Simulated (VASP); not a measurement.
# FeO (Fm-3m) in VASP: further runs

Runs on FeO. Level: PBE+U. Tasks: single point.

Program: VASP 6.6.1. These are calculated values, not measurements. Logs are shortened: lines on timing, memory, paths and dates and some standing lists are left out, and cuts for length are marked.

### 1 The cell of the first run

Symmetry: Fm-3m, No. 225, cubic system. The conventional cell has a = 4.332 Å, b = 4.332 Å, c = 4.332 Å, α = 90.00°, β = 90.00°, γ = 90.00°. Within 2.9 Å of Fe (site symmetry m-3m) lie 6 O at 2.17 Å. Within 2.9 Å of O (site symmetry m-3m) lie 6 Fe at 2.17 Å.

### 2 Single point, PBE+U, collinear spin, ferromagnetic start

The input, INCAR:

```
SYSTEM = FeO
ALGO = Normal ; EDIFF = 1E-6
ENCUT = 520 ; GGA = PE
ISIF = 2 ; ISMEAR = 0
ISPIN = 2 ; ISYM = 0
LASPH = .True. ; LCHARG = .True.
LDAU = .True. ; LDAUJ = 0 0
LDAUL = 2 -1 ; LDAUPRINT = 1
LDAUTYPE = 2 ; LDAUU = 5.3 0
LELF = .True. ; LMAXMIX = 4
LORBIT = 11 ; LREAL = .False.
LVHAR = .True. ; LWAVE = .False.
MAGMOM = 4 4 0 0 ; NBANDS = 26
NELM = 150 ; PREC = Accurate
SIGMA = 0.02
```

The input, KPOINTS:

```
k-points
0
Gamma
  8 5 6
  0 0 0
```

The input, POSCAR:

```
FeO
1.0
    0.0000000000     -2.1660000000     -2.1660000000
   -4.3320000000     -2.1660000000     -2.1660000000
    0.0000000000      2.1660000000     -2.1660000000
Fe O
2 2
Direct
    0.0000000000      0.0000000000      0.0000000000
    0.0000000000      0.5000000000      0.5000000000
    0.5000000000      0.0000000000      0.5000000000
    0.5000000000      0.5000000000      0.0000000000
```

Potentials or basis: VASP PAW PBE potentials, release 64 (Fe, O).

The run is started by

```console
> cat potpaw_PBE.64/Fe/POTCAR potpaw_PBE.64/O/POTCAR > POTCAR
> mpirun -np 1 vasp_std > vasp.out
```

OUTCAR:

```text
SYSTEM = FeO
   EDIFF = 1E-6
   ENCUT = 520
   GGA = PE
   ISIF = 2
   ISMEAR = 0
   ISPIN = 2
   ISYM = 0
   LASPH = .True.
   LORBIT = 11
   LREAL = .False.
   NELM = 150
   PREC = Accurate

 ion  position               nearest neighbor table
   1  0.000  0.000  0.000-   3 2.17   3 2.17   4 2.17   3 2.17   4 2.17   3 2.17   2 3.06   2 3.06
                             2 3.06   2 3.06   2 3.06   2 3.06   2 3.06   2 3.06
   2  0.000  0.500  0.500-   4 2.17   4 2.17   3 2.17   3 2.17   4 2.17   4 2.17   1 3.06   1 3.06
                             1 3.06   1 3.06   1 3.06   1 3.06   1 3.06   1 3.06
   3  0.500  0.000  0.500-   1 2.17   1 2.17   2 2.17   1 2.17   2 2.17   1 2.17
   4  0.500  0.500  0.000-   2 2.17   2 2.17   1 2.17   1 2.17   2 2.17   2 2.17

IMPORTANT INFORMATION: All symmetrisations will be switched off!
NOSYMM: (Re-)initialisation of all symmetry stuff for point group C_1.

----------------------------------------------------------------------------------------

                                     Primitive cell

  volume of cell :      40.6476

  direct lattice vectors                    reciprocal lattice vectors
     0.000000000 -2.166000000 -2.166000000     0.230840259 -0.230840259 -0.230840259
    -4.332000000 -2.166000000 -2.166000000    -0.230840259  0.000000000  0.000000000
     0.000000000  2.166000000 -2.166000000     0.000000000  0.230840259 -0.230840259

  length of vectors
     3.063186576  5.305594783  3.063186576     0.399827056  0.230840259  0.326457424

  position of ions in fractional coordinates (direct lattice)
     0.000000000  0.000000000  0.000000000
     0.000000000  0.500000000  0.500000000
     0.500000000  0.000000000  0.500000000
     0.500000000  0.500000000  0.000000000

  ion indices of the primitive-cell ions
   primitive index   ion index
                 1           1
                 2           2
                 3           3
                 4           4

----------------------------------------------------------------------------------------

 KPOINTS: k-points

Automatic generation of k-mesh.
[... 189 lines left out ...]
  o =  0.3158  v =  0.0000  0.0000  0.0000  0.0000  0.0000  0.0864 -0.9925  0.0060  0.0856 -0.0101      0.0000  0.0000  0.0000  0.0000  0.0000  0.0000  0.0000  0.0000  0.0000  0.0000
  o =  0.9728  v = -0.6680  0.5157  0.0000 -0.5366 -0.0002  0.0000  0.0000  0.0000  0.0000  0.0000      0.0000  0.0000  0.0000  0.0000  0.0000  0.0000  0.0000  0.0000  0.0000  0.0000
  o =  0.9729  v = -0.3333 -0.8520  0.0006 -0.4038 -0.0014  0.0000  0.0000  0.0000  0.0000  0.0000      0.0000  0.0000  0.0000  0.0000  0.0000  0.0000  0.0000  0.0000  0.0000  0.0000
  o =  0.9729  v =  0.6654  0.0909  0.0005 -0.7410  0.0003  0.0000  0.0000  0.0000  0.0000  0.0000      0.0000  0.0000  0.0000  0.0000  0.0000  0.0000  0.0000  0.0000  0.0000  0.0000
  o =  1.0217  v = -0.0006 -0.0012 -0.5047 -0.0007  0.8633  0.0000  0.0000  0.0000  0.0000  0.0000      0.0000  0.0000  0.0000  0.0000  0.0000  0.0000  0.0000  0.0000  0.0000  0.0000
  o =  1.0218  v =  0.0005  0.0002 -0.8633 -0.0003 -0.5047  0.0000  0.0000  0.0000  0.0000  0.0000      0.0000  0.0000  0.0000  0.0000  0.0000  0.0000  0.0000  0.0000  0.0000  0.0000

 number of electron      27.9999997 magnetization       8.0083477

 Free energy of the ion-electron system (eV)
  ---------------------------------------------------
  ext. energy  EPLUGINS =         0.00000000
  ---------------------------------------------------
  free energy    TOTEN  =       -24.76596849 eV

  energy without entropy =      -24.76543046  energy(sigma->0) =      -24.76569947

 E-fermi :   6.6911     XC(G=0): -12.0683

 val. band max:        6.6828867816   @ k =  -0.3750   0.4000   0.0000
 cond. band min:       6.6922950787   @ k =  -0.1250   0.2000   0.0000
 fundamental gap:      0.0094082970
 Fermi energy:         6.6910692142

 spin component 1

 k-point     1 :       0.0000    0.0000    0.0000
  band No.  band energies     occupation
      1     -14.2892      1.00000
      2     -13.3516      1.00000
      3      -1.2113      1.00000
      4      -1.0010      1.00000
      5      -0.7124      1.00000
      6      -0.7063      1.00000
[... 1385 lines left out ...]
     25      19.9604      0.00000
     26      21.8791      0.00000

 [... further k-points ...]

------------------------ aborting loop because EDIFF is reached ----------------------------------------

  FORCE on cell =-STRESS in cart. coord.  units (eV):
  Direction    XX          YY          ZZ          XY          YZ          ZX
  --------------------------------------------------------------------------------------
  -------------------------------------------------------------------------------------
  Total       -0.9248571     -0.8125040     -0.8121811     -0.0013175     -0.0809404     -0.0002598
  in kB      -36.4543925    -32.0258564    -32.0131274     -0.0519321     -3.1903675     -0.0102399
  external PRESSURE =     -33.4977921 kB  Pullay stress =       0.0000000 kB

 VOLUME and BASIS-vectors are now :
 -----------------------------------------------------------------------------
  energy-cutoff  :      520.00
  volume of cell :       40.65
      direct lattice vectors                 reciprocal lattice vectors
     0.000000000 -2.166000000 -2.166000000     0.230840259 -0.230840259 -0.230840259
    -4.332000000 -2.166000000 -2.166000000    -0.230840259  0.000000000  0.000000000
     0.000000000  2.166000000 -2.166000000     0.000000000  0.230840259 -0.230840259

 POSITION                                       TOTAL-FORCE (eV/Angst)
 -----------------------------------------------------------------------------------
      0.00000      0.00000      0.00000         0.000000     -0.000000     -0.000000
     -2.16600      0.00000     -2.16600         0.000000     -0.000000      0.000000
      0.00000      0.00000     -2.16600        -0.000000      0.000000     -0.000000
     -2.16600     -2.16600     -2.16600        -0.000000     -0.000000      0.000000
 -----------------------------------------------------------------------------------
    total drift:                                0.000000      0.000000      0.000001

  FREE ENERGIE OF THE ION-ELECTRON SYSTEM (eV)
  ---------------------------------------------------
  free  energy   TOTEN  =       -24.7659684866 eV

  energy  without entropy=      -24.7654304558  energy(sigma->0) =      -24.76569947

 total charge

# of ion       s       p       d       tot
------------------------------------------
    1        0.291   0.359   6.067   6.717
    2        0.291   0.359   6.067   6.717
    3        1.552   3.457   0.000   5.009
    4        1.552   3.457   0.000   5.009
--------------------------------------------------
tot          3.686   7.631  12.134  23.451

 magnetization (x)

# of ion       s       p       d       tot
------------------------------------------
    1        0.026   0.020   3.828   3.874
    2        0.026   0.020   3.828   3.874
    3        0.019   0.157   0.000   0.176
    4        0.019   0.157   0.000   0.176
--------------------------------------------------
tot          0.091   0.353   7.656   8.100
```

stdout:

```text
POSCAR found type information on POSCAR FeO
 POSCAR found :  2 types and       4 ions
 scaLAPACK will be used
 LDA part: xc-table for (Slater+PW92), standard interpolation
 -----------------------------------------------------------------------------
|                                                                             |
|           W    W    AA    RRRRR   N    N  II  N    N   GGGG   !!!           |
|           W    W   A  A   R    R  NN   N  II  NN   N  G    G  !!!           |
|           W    W  A    A  R    R  N N  N  II  N N  N  G       !!!           |
|           W WW W  AAAAAA  RRRRR   N  N N  II  N  N N  G  GGG   !            |
|           WW  WW  A    A  R   R   N   NN  II  N   NN  G    G                |
|           W    W  A    A  R    R  N    N  II  N    N   GGGG   !!!           |
|                                                                             |
|     Your reciprocal lattice and k-lattice belong to different lattice       |
|     classes:                                                                |
|                                                                             |
|        The reciprocal lattice is simple tetragonal,                         |
|        whereas your k-lattice is simple monoclinic.                         |
|                                                                             |
|     Results are often still useful ...                                      |
|                                                                             |
 -----------------------------------------------------------------------------

 POSCAR, INCAR and KPOINTS ok, starting setup
 FFT: planning ... GRIDC
 FFT: planning ... GRID_SOFT
 FFT: planning ... GRID
 WAVECAR not read
 entering main loop
```

It took 12 min on 1 thread of AMD EPYC 7R43 (Zen 3), shared host; peak memory 0.28 GiB.

Results:

```
Free energy                                           : -24.7660 eV
Pressure                                              : -3.3 GPa
Band gap on the k mesh                                : zero (filled and empty bands overlap)
Net moment                                            : 8.01 μB per cell
Site moments                                          : Fe +3.87; O +0.18 μB
Valence electrons inside the program's atomic spheres : Fe 6.72; O 5.01
```

Stress tensor (GPa, compression positive):
```
-3.65 -0.01  0.00
-0.01 -3.20 -0.32
 0.00 -0.32 -3.20
```

Eigenvalues of the final occupation matrices:
| site | spin | trace | eigenvalues |
| --- | --- | --- | --- |
| site 1 d | 1 | 4.96 | 0.97 0.97 0.97 1.02 1.02 |
| site 1 d | 2 | 1.13 | 0.10 0.10 0.31 0.31 0.32 |
| site 2 d | 1 | 4.96 | 0.97 0.97 0.97 1.02 1.02 |
| site 2 d | 2 | 1.13 | 0.10 0.10 0.31 0.31 0.32 |

Caveat: only a ferromagnetic start was run, and an antiferromagnetic order may lie lower in energy. The state reached can hang on the start; a lower one may exist.

### 3 Single point, PBE+U, collinear spin, ferromagnetic start

The input, INCAR:

```
ALGO = Normal ; EDIFF = 1E-6
ENCUT = 520 ; GGA = PE
ISIF = 2 ; ISMEAR = 0
ISPIN = 2 ; ISYM = 0
LASPH = True ; LCHARG = False
LDAU = True ; LDAUJ = 0 0
LDAUL = 2 -1 ; LDAUPRINT = 1
LDAUTYPE = 2 ; LDAUU = 5.3 0
LMAXMIX = 4 ; LORBIT = 11
LREAL = False ; LWAVE = False
MAGMOM = 4 4 0 0 ; NBANDS = 26
NELM = 150 ; PREC = Accurate
SIGMA = 0.02
```

The input, KPOINTS:

```
k-points
0
Gamma
  8 5 6
```

POSCAR is that of step 2.

Potentials or basis: VASP PAW PBE potentials, release 64 (Fe, O).

The run is started by

```console
> cat potpaw_PBE.64/Fe/POTCAR potpaw_PBE.64/O/POTCAR > POTCAR
> mpirun -np 1 vasp_std > vasp.out
```

OUTCAR:

```text
EDIFF = 1E-6
   ENCUT = 520
   GGA = PE
   ISIF = 2
   ISMEAR = 0
   ISPIN = 2
   ISYM = 0
   LASPH = True
   LORBIT = 11
   LREAL = False
   NELM = 150
   PREC = Accurate

 ion  position               nearest neighbor table
   1  0.000  0.000  0.000-   3 2.17   3 2.17   4 2.17   3 2.17   4 2.17   3 2.17   2 3.06   2 3.06
                             2 3.06   2 3.06   2 3.06   2 3.06   2 3.06   2 3.06
   2  0.000  0.500  0.500-   4 2.17   4 2.17   3 2.17   3 2.17   4 2.17   4 2.17   1 3.06   1 3.06
                             1 3.06   1 3.06   1 3.06   1 3.06   1 3.06   1 3.06
[... 1666 lines left out ...]
     0.000000000 -2.166000000 -2.166000000     0.230840259 -0.230840259 -0.230840259
    -4.332000000 -2.166000000 -2.166000000    -0.230840259  0.000000000  0.000000000
     0.000000000  2.166000000 -2.166000000     0.000000000  0.230840259 -0.230840259

 POSITION                                       TOTAL-FORCE (eV/Angst)
 -----------------------------------------------------------------------------------
      0.00000      0.00000      0.00000         0.000000     -0.000000     -0.000000
     -2.16600      0.00000     -2.16600         0.000000     -0.000000      0.000000
      0.00000      0.00000     -2.16600        -0.000000      0.000000     -0.000000
     -2.16600     -2.16600     -2.16600        -0.000000     -0.000000      0.000000
 -----------------------------------------------------------------------------------
    total drift:                                0.000000      0.000000      0.000001

  FREE ENERGIE OF THE ION-ELECTRON SYSTEM (eV)
  ---------------------------------------------------
  free  energy   TOTEN  =       -24.7659684866 eV

  energy  without entropy=      -24.7654304558  energy(sigma->0) =      -24.76569947

 total charge

# of ion       s       p       d       tot
------------------------------------------
    1        0.291   0.359   6.067   6.717
    2        0.291   0.359   6.067   6.717
    3        1.552   3.457   0.000   5.009
    4        1.552   3.457   0.000   5.009
--------------------------------------------------
tot          3.686   7.631  12.134  23.451

 magnetization (x)

# of ion       s       p       d       tot
------------------------------------------
    1        0.026   0.020   3.828   3.874
    2        0.026   0.020   3.828   3.874
    3        0.019   0.157   0.000   0.176
    4        0.019   0.157   0.000   0.176
--------------------------------------------------
tot          0.091   0.353   7.656   8.100
```

stdout:

```text
POSCAR found type information on POSCAR FeO
 POSCAR found :  2 types and       4 ions
 scaLAPACK will be used
 LDA part: xc-table for (Slater+PW92), standard interpolation
 -----------------------------------------------------------------------------
|                                                                             |
|           W    W    AA    RRRRR   N    N  II  N    N   GGGG   !!!           |
|           W    W   A  A   R    R  NN   N  II  NN   N  G    G  !!!           |
|           W    W  A    A  R    R  N N  N  II  N N  N  G       !!!           |
|           W WW W  AAAAAA  RRRRR   N  N N  II  N  N N  G  GGG   !            |
|           WW  WW  A    A  R   R   N   NN  II  N   NN  G    G                |
|           W    W  A    A  R    R  N    N  II  N    N   GGGG   !!!           |
|                                                                             |
|     Your reciprocal lattice and k-lattice belong to different lattice       |
|     classes:                                                                |
|                                                                             |
|        The reciprocal lattice is simple tetragonal,                         |
|        whereas your k-lattice is simple monoclinic.                         |
|                                                                             |
|     Results are often still useful ...                                      |
|                                                                             |
 -----------------------------------------------------------------------------

 POSCAR, INCAR and KPOINTS ok, starting setup
 FFT: planning ... GRIDC
 FFT: planning ... GRID_SOFT
 FFT: planning ... GRID
 WAVECAR not read
 entering main loop
```

Run time: 15 min. Hardware: 1 thread of Oxide Virtual Turin-like, shared host; peak memory 0.28 GiB.

Results:

| Item | Value |
| --- | --- |
| Free energy | -24.7660 eV |
| Pressure | -3.3 GPa |
| Band gap on the k mesh | zero (filled and empty bands overlap) |
| Net moment | 8.01 μB per cell |
| Site moments | Fe +3.87; O +0.18 μB |
| Valence electrons inside the program's atomic spheres | Fe 6.72; O 5.01 |

Stress tensor (GPa, compression positive):
```
-3.65 -0.01  0.00
-0.01 -3.20 -0.32
 0.00 -0.32 -3.20
```

Levels at points of the mesh, in eV from the Fermi level:
Spin up:
| k point | band 14 | band 15 | band 16 | band 17 | band 18 | band 19 | band 20 | band 21 | band 22 | band 23 |
| --- | --- | --- | --- | --- | --- | --- | --- | --- | --- | --- |
| (0.00, 0.00, 0.00) | -5.27 | -5.27 | -4.09 | -4.09 | -4.09 | -0.54 | 4.44 | 8.21 | 8.57 | 13.96 |
| (0.50, 0.00, 0.00) | -5.27 | -2.25 | -2.25 | -2.25 | -2.25 | 3.48 | 3.49 | 7.70 | 7.71 | 11.77 |
| (0.00, 0.00, 0.50) | -5.04 | -4.51 | -4.51 | -2.39 | -2.39 | 4.79 | 4.79 | 8.38 | 8.38 | 8.88 |
| (0.50, 0.00, 0.50) | -5.43 | -5.43 | -5.43 | -3.99 | -3.99 | 6.63 | 6.63 | 8.05 | 8.05 | 8.05 |
Spin down:
```csv
k point,band 8,band 9,band 10,band 11,band 12,band 13
"(0.00, 0.00, 0.00)",-3.75,-2.11,-0.70,-0.67,-0.66,0.14
"(0.50, 0.00, 0.00)",-5.17,0.45,0.45,0.47,0.47,0.56
"(0.00, 0.00, 0.50)",-5.05,0.14,0.14,0.24,0.24,0.46
"(0.50, 0.00, 0.50)",-5.76,-0.06,-0.06,-0.05,-0.04,0.76
```

Eigenvalues of the final occupation matrices:
| site | spin | trace | eigenvalues |
| --- | --- | --- | --- |
| site 1 d | 1 | 4.96 | 0.97 0.97 0.97 1.02 1.02 |
| site 1 d | 2 | 1.13 | 0.10 0.10 0.31 0.31 0.32 |
| site 2 d | 1 | 4.96 | 0.97 0.97 0.97 1.02 1.02 |
| site 2 d | 2 | 1.13 | 0.10 0.10 0.31 0.31 0.32 |

Caveat: only a ferromagnetic start was run, and an antiferromagnetic order may lie lower in energy. The state reached can hang on the start; a lower one may exist.
